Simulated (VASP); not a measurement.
# GaN in VASP: single point with LDA

Aim: the single point of GaN with LDA.

Everything below comes from runs of VASP 6.6.1. Logs are shortened: lines on timing, memory, paths and dates and some standing lists are left out, and cuts for length are marked.

## Step 1: The cell of the first run

The cell holds a slab with vacuum, 14 atoms: a = 3.150 Å, b = 4.455 Å, c = 24.451 Å, α = 90.00°, β = 90.00°, γ = 90.00°.

## Step 2: Single point, LDA

The input, INCAR:

```
PREC = Accurate
ENCUT = 520
EDIFF = 1E-6
ISMEAR = 0
SIGMA = 0.05
LREAL = F
LASPH = T
NELM = 80
ALGO = Normal
ISIF = 2
LWAVE = F
LCHARG = F
LDIPOL = T
IDIPOL = 3
DIPOL = 0.5 0.5 0.500
NBANDS = 76
```

The input, KPOINTS:

```
Automatic mesh
0
Gamma
  8 6 1
```

The input, POSCAR:

```
GaN
1.0
    3.1504447247      0.0000000000      0.0000000000
    0.0000000000      4.4554016572      0.0000000000
    0.0000000000      0.0000000000     24.4513341741
Ga N
7 7
Direct
    0.5000000000      0.5000000000      0.3067317287
    0.0000000000      0.0000000000      0.3711544858
    0.5000000000      0.5000000000      0.4355772429
    0.0000000000      0.0000000000      0.5000000000
    0.5000000000      0.5000000000      0.5644227571
    0.0000000000      0.0000000000      0.6288455142
    0.5000000000      0.5000000000      0.6932682713
    0.0000000000      0.7500000000      0.3067317287
    0.5000000000      0.2500000000      0.3711544858
    0.0000000000      0.7500000000      0.4355772429
    0.5000000000      0.2500000000      0.5000000000
    0.0000000000      0.7500000000      0.5644227571
    0.5000000000      0.2500000000      0.6288455142
    0.0000000000      0.7500000000      0.6932682713
```

Potentials or basis: VASP PAW LDA potentials, release 64 (Ga_d, N).

Started as:

```
$ cat potpaw_LDA.64/Ga_d/POTCAR potpaw_LDA.64/N/POTCAR > POTCAR
$ mpirun -np 1 vasp_std > vasp.out
```

OUTCAR:

```text
PREC = Accurate
   ENCUT = 520
   EDIFF = 1E-6
   ISMEAR = 0
   LREAL = F
   LASPH = T
   NELM = 80
   ISIF = 2

 ion  position               nearest neighbor table
   1  0.500  0.500  0.307-   9 1.93   8 1.93   8 1.93
   2  0.000  0.000  0.371-   8 1.93  10 1.93   9 1.93   9 1.93
   3  0.500  0.500  0.436-  11 1.93   9 1.93  10 1.93  10 1.93
   4  0.000  0.000  0.500-  10 1.93  12 1.93  11 1.93  11 1.93
   5  0.500  0.500  0.564-  11 1.93  13 1.93  12 1.93  12 1.93
   6  0.000  0.000  0.629-  14 1.93  12 1.93  13 1.93  13 1.93
   7  0.500  0.500  0.693-  13 1.93  14 1.93  14 1.93
   8  0.000  0.750  0.307-   2 1.93   1 1.93   1 1.93
   9  0.500  0.250  0.371-   1 1.93   3 1.93   2 1.93   2 1.93
  10  0.000  0.750  0.436-   4 1.93   2 1.93   3 1.93   3 1.93
  11  0.500  0.250  0.500-   3 1.93   5 1.93   4 1.93   4 1.93
  12  0.000  0.750  0.564-   4 1.93   6 1.93   5 1.93   5 1.93
  13  0.500  0.250  0.629-   7 1.93   5 1.93   6 1.93   6 1.93
  14  0.000  0.750  0.693-   6 1.93   7 1.93   7 1.93

  LATTYP: Found a simple orthorhombic cell.
 ALAT       =     3.1504447247
 B/A-ratio  =     1.4142135624
 C/A-ratio  =     7.7612325595

  Lattice vectors:

 A1 = (   3.1504447247,   0.0000000000,   0.0000000000)
 A2 = (   0.0000000000,   4.4554016572,   0.0000000000)
 A3 = (   0.0000000000,   0.0000000000,  24.4513341741)

Analysis of symmetry for initial positions (statically):
=====================================================================
 Subroutine PRICEL returns:
 Original cell was already a primitive cell.

 Routine SETGRP: Setting up the symmetry group for a
 simple orthorhombic supercell.

 Subroutine GETGRP returns: Found  4 space group operations
 (whereof  4 operations were pure point group operations)
 out of a pool of  8 trial point group operations.

The static configuration has the point symmetry C_2v.

Analysis of symmetry for dynamics (positions and initial velocities):
=====================================================================
 Subroutine PRICEL returns:
 Original cell was already a primitive cell.

 Routine SETGRP: Setting up the symmetry group for a
 simple orthorhombic supercell.

 Subroutine GETGRP returns: Found  4 space group operations
 (whereof  4 operations were pure point group operations)
 out of a pool of  8 trial point group operations.

The dynamic configuration has the point symmetry C_2v.

 Subroutine INISYM returns: Found  4 space group operations
 (whereof  4 operations are pure point group operations),
 and found     1 'primitive' translations

----------------------------------------------------------------------------------------

                                     Primitive cell

  volume of cell :     343.2111

  direct lattice vectors                    reciprocal lattice vectors
     3.150444725  0.000000000  0.000000000     0.317415504  0.000000000  0.000000000
     0.000000000  4.455401657  0.000000000     0.000000000  0.224446655  0.000000000
     0.000000000  0.000000000 24.451334174     0.000000000  0.000000000  0.040897564

  length of vectors
     3.150444725  4.455401657 24.451334174     0.317415504  0.224446655  0.040897564

  position of ions in fractional coordinates (direct lattice)
     0.500000000  0.500000000  0.306731729
     0.000000000  0.000000000  0.371154486
     0.500000000  0.500000000  0.435577243
     0.000000000  0.000000000  0.500000000
     0.500000000  0.500000000  0.564422757
     0.000000000  0.000000000  0.628845514
     0.500000000  0.500000000  0.693268271
     0.000000000  0.750000000  0.306731729
     0.500000000  0.250000000  0.371154486
     0.000000000  0.750000000  0.435577243
     0.500000000  0.250000000  0.500000000
     0.000000000  0.750000000  0.564422757
     0.500000000  0.250000000  0.628845514
     0.000000000  0.750000000  0.693268271

  ion indices of the primitive-cell ions
   primitive index   ion index
                 1           1
                 2           2
                 3           3
                 4           4
                 5           5
                 6           6
                 7           7
                 8           8
                 9           9
                10          10
                11          11
                12          12
                13          13
                14          14

----------------------------------------------------------------------------------------

 KPOINTS: Automatic mesh

Automatic generation of k-mesh.
 Grid dimensions read from file:
 generate k-points for:    8    6    1

 Generating k-lattice:

  Cartesian coordinates                     Fractional coordinates (reciprocal lattice)
     0.039676938  0.000000000  0.000000000     0.125000000  0.000000000  0.000000000
     0.000000000  0.037407776  0.000000000     0.000000000  0.166666667  0.000000000
     0.000000000  0.000000000  0.040897564     0.000000000  0.000000000  1.000000000

  Length of vectors
     0.039676938  0.037407776  0.040897564

  Shift w.r.t. Gamma in fractional coordinates (k-lattice)
     0.000000000  0.000000000  0.000000000

 Subroutine IBZKPT returns following result:
 ===========================================

 Found     20 irreducible k-points:

 Following reciprocal coordinates:
            Coordinates               Weight
  0.000000  0.000000  0.000000      1.000000
  0.125000  0.000000  0.000000      2.000000
  0.250000  0.000000  0.000000      2.000000
  0.375000  0.000000  0.000000      2.000000
  0.500000  0.000000  0.000000      1.000000
  0.000000  0.166667  0.000000      2.000000
[... 12 lines left out ...]
  0.375000  0.500000  0.000000      2.000000
  0.500000  0.500000  0.000000      1.000000
   k-points           NKPTS =     20   k-points in BZ     NKDIM =     20   number of bands    NBANDS=     76
   number of dos      NEDOS =    301   number of ions     NIONS =     14
   total plane-waves  NPLWV = 165888
   dimension x,y,z NGX =    24 NGY =   36 NGZ =  192
   dimension x,y,z NGXF=    48 NGYF=   72 NGZF=  384
   ions per type =               7   7
   NGX,Y,Z   is equivalent  to a cutoff of  12.66, 13.43, 13.05 a.u.
   NGXF,Y,Z  is equivalent  to a cutoff of  25.33, 26.87, 26.11 a.u.
 SYSTEM =  unknown system
   PREC   = accura    normal or accurate (medium, high low for compatibility)
   ISTART =      0    job   : 0-new  1-cont  2-samecut
   ICHARG =      2    charge: 1-file 2-atom 10-const
   ISPIN  =      1    spin polarized calculation?
   LNONCOLLINEAR =      F non collinear calculations
   LSORBIT =      F    spin-orbit coupling
   LASPH  =      T    aspherical Exc in radial PAW
   ENCUT  =  520.0 eV  38.22 Ry    6.18 a.u.   5.86  8.28 45.46*2*pi/ulx,y,z
   NELM   =     80;   NELMIN=  2; NELMDL= -5     # of ELM steps
   EDIFF  = 0.1E-05   stopping-criterion for ELM
   LREAL  =      F    real-space projection
   EDIFFG = 0.1E-04   stopping-criterion for IOM
   NSW    =      0    number of steps for IOM
   IBRION =     -1    ionic relax: 0-MD 1-quasi-New 2-CG
   NFREE  =      0    steps in history (QN), initial steepest desc. (CG)
   ISIF   =      2    stress and relaxation
   ISYM   =      2    0-nonsym 1-usesym 2-fastsym
   POTIM  = 0.5000    time-step for ionic-motion
   TEBEG  =    0.0;   TEEND  =   0.0 temperature during run
   PSTRESS=    0.0 pullay stress
   NELECT =     126.0000    total number of electrons
   NUPDOWN=      -1.0000    fix difference up-down
   EMIN   =  10.00;   EMAX   =-10.00  energy-range for DOS
   EFERMI =   0.00;   METHOD = LEGACY
   ISMEAR =     0;   SIGMA  =   0.05  broadening in eV -4-tet -1-fermi 0-gaus
   EFERMI_NEDOS =   21; number of points for ismear=-14 and -15
   IALGO  =     38    algorithm
   IMIX   =      4    mixing-type and parameters
     AMIX     =   0.40;   BMIX     =  1.00
     AMIX_MAG =   1.60;   BMIX_MAG =  1.00
  volume/ion in A,a.u.               =      24.52       165.44
  Fermi-wavevector in a.u.,A,eV,Ry     =   1.172226  2.215185 18.695945  1.374113
  Thomas-Fermi vector in A             =   2.308658
   LORBIT       =      0    0 simple, 1 ext, 2 COOP (PROOUT), +10 PAW based schemes
   GGA     = CA    functional components
   LHFCALC =     F    Hartree Fock is set to
   AEXX    =    0.0000 exact exchange contribution
   IVDW    =     0    specifies the selected vdW correction
   LEPSILON=     F    determine dielectric tensor
   LRPA    =     F    only Hartree local field effects (RPA)
 non-spin polarized calculation
 Gauss-broadening in eV      SIGMA  =   0.05
  energy-cutoff  :      520.00
  volume of cell :      343.21
 maximum number of plane-waves:      9296
 NGX is ok and might be reduce to    24
   NGX = 11   NGY = 17   NGZ = 91

 dipolmoment           0.000000      0.000000      0.000000 electrons x Angstroem

 number of electron     125.9999913 magnetization

 dipolmoment           0.000000      0.000000     -0.000000 electrons x Angstroem

 Free energy of the ion-electron system (eV)
  ---------------------------------------------------
  ext. energy  EPLUGINS =         0.00000000
  ---------------------------------------------------
  free energy    TOTEN  =       -92.88421591 eV

  energy without entropy =      -92.88421591  energy(sigma->0) =      -92.88421591

 E-fermi :  -0.2387     XC(G=0):  -6.2962

 val. band max:       -0.5025592121   @ k =   0.5000   0.5000   0.0000
 cond. band min:       0.3230082863   @ k =   0.0000   0.0000   0.0000
 fundamental gap:      0.8255674984
 Fermi energy:        -0.2387333367

 k-point     1 :       0.0000    0.0000    0.0000
  band No.  band energies     occupation
      1     -16.7483      2.00000
      2     -16.3556      2.00000
      3     -16.0279      2.00000
      4     -15.7987      2.00000
      5     -15.7657      2.00000
      6     -15.2321      2.00000
[... 67 lines left out ...]
     74       6.0218      0.00000
     75       6.3755      0.00000

 k-point     2 :       0.1250    0.0000    0.0000
  band No.  band energies     occupation
      1     -16.6329      2.00000
      2     -16.2711      2.00000
      3     -15.9860      2.00000
      4     -15.7844      2.00000
      5     -15.7618      2.00000
      6     -15.2124      2.00000
[... 67 lines left out ...]
     74       6.5287      0.00000
     75       6.6829      0.00000

 k-point     3 :       0.2500    0.0000    0.0000
  band No.  band energies     occupation
      1     -16.3486      2.00000
      2     -16.0799      2.00000
      3     -15.8994      2.00000
      4     -15.7616      2.00000
      5     -15.7595      2.00000
      6     -15.1853      2.00000
[... 1315 lines left out ...]
     74       6.8908      0.00000
     75       7.0393      0.00000

 k-point    20 :       0.5000    0.5000    0.0000
  band No.  band energies     occupation
      1     -15.9372      2.00000
      2     -15.8570      2.00000
      3     -15.8524      2.00000
      4     -15.8115      2.00000
      5     -15.7612      2.00000
      6     -15.1994      2.00000
[... 67 lines left out ...]
     74       6.8345      0.00000
     75       6.9660      0.00000
 [bands above 75 left out]

------------------------ aborting loop because EDIFF is reached ----------------------------------------

 vacuum level on the upper side and lower side of the slab       (xc-potential included)        -0.116        -0.116

  FORCE on cell =-STRESS in cart. coord.  units (eV):
  Direction    XX          YY          ZZ          XY          YZ          ZX
  --------------------------------------------------------------------------------------
  -------------------------------------------------------------------------------------
  Total       -2.8017601     -5.4850187     -1.0030802      0.0000000      0.0000000      0.0000000
  in kB      -13.0791716    -25.6051550     -4.6825772      0.0000000      0.0000000      0.0000000
  external PRESSURE =     -14.4556346 kB  Pullay stress =       0.0000000 kB

 VOLUME and BASIS-vectors are now :
 -----------------------------------------------------------------------------
  energy-cutoff  :      520.00
  volume of cell :      343.21
      direct lattice vectors                 reciprocal lattice vectors
     3.150444725  0.000000000  0.000000000     0.317415504  0.000000000  0.000000000
     0.000000000  4.455401657  0.000000000     0.000000000  0.224446655  0.000000000
     0.000000000  0.000000000 24.451334174     0.000000000  0.000000000  0.040897564

 POSITION                                       TOTAL-FORCE (eV/Angst)
 -----------------------------------------------------------------------------------
      1.57522      2.22770      7.50000        -0.000000      2.499315      1.399724
      0.00000      0.00000      9.07522         0.000000     -0.454922     -0.545498
      1.57522      2.22770     10.65044        -0.000000      0.321644     -0.004819
      0.00000      0.00000     12.22567         0.000000     -0.161039      0.000000
      1.57522      2.22770     13.80089        -0.000000      0.321644      0.004819
      0.00000      0.00000     15.37611         0.000000     -0.454922      0.545498
      1.57522      2.22770     16.95133        -0.000000      2.499315     -1.399724
      0.00000      3.34155      7.50000         0.000000     -1.574815     -0.739508
      1.57522      1.11385      9.07522         0.000000     -0.644955     -0.427087
      0.00000      3.34155     10.65044         0.000000     -0.046018      0.257167
      1.57522      1.11385     12.22567         0.000000     -0.039458      0.000000
      0.00000      3.34155     13.80089         0.000000     -0.046018     -0.257167
      1.57522      1.11385     15.37611         0.000000     -0.644955      0.427087
      0.00000      3.34155     16.95133         0.000000     -1.574815      0.739508
 -----------------------------------------------------------------------------------
    total drift:                                0.000000      0.000380      0.000000

  FREE ENERGIE OF THE ION-ELECTRON SYSTEM (eV)
  ---------------------------------------------------
  free  energy   TOTEN  =       -92.8842159124 eV

  energy  without entropy=      -92.8842159124  energy(sigma->0) =      -92.88421591

 vacuum level on the upper side and lower side of the slab         4.913         4.913
```

It took 36 min on 1 thread of Intel Xeon 8259CL, shared host; peak memory 0.55 GiB.

What came out:

- Free energy: -92.8842 eV
- Largest force: 2.865 eV/Å
- Band gap on the k mesh: 0.83 eV (least direct gap 0.94 eV)

Forces on the atoms (eV/Å):
```
Ga   0.000  2.499  1.400
Ga   0.000 -0.455 -0.545
Ga   0.000  0.322 -0.005
Ga   0.000 -0.161  0.000
Ga   0.000  0.322  0.005
Ga   0.000 -0.455  0.545
Ga   0.000  2.499 -1.400
N    0.000 -1.575 -0.740
N    0.000 -0.645 -0.427
N    0.000 -0.046  0.257
N    0.000 -0.039  0.000
N    0.000 -0.046 -0.257
N    0.000 -0.645  0.427
N    0.000 -1.575  0.740
```
